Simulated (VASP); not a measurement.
Runs of VASP 6.6.1 on Co. Symmetry: P6_3/mmc, No. 194, hexagonal system. Conventional cell: a = 2.505 Å, b = 2.505 Å, c = 4.089 Å, α = 90.00°, β = 90.00°, γ = 120.00°. Within 3.3 Å of Co (site symmetry -6m2) lie 12 Co at 2.50 to 2.51 Å. 

```tsv
fixed moment (μB)	pressure (GPa)	moment (μB)
2.05	(a)	2.05
3.42	-3.7	3.42
-	-6.1	3.14
2.74	-8.6	2.74
1.37	(b)	1.37
```

Alike in all rows: task single point; level PBE; potentials or basis VASP PAW PBE potentials, release 64 (Co); spin collinear, ferromagnetic start; cell as given; k mesh 11 × 11 × 6; cutoff (eV) 520; smearing fermi-dirac 0.05 eV.

Task: Estimate the missing entries.

Result: (a) -11.9; (b) -14.2.

Caveats: the cell stands under tension; the total moment is fixed, so each spin has its own Fermi level (at least some runs).
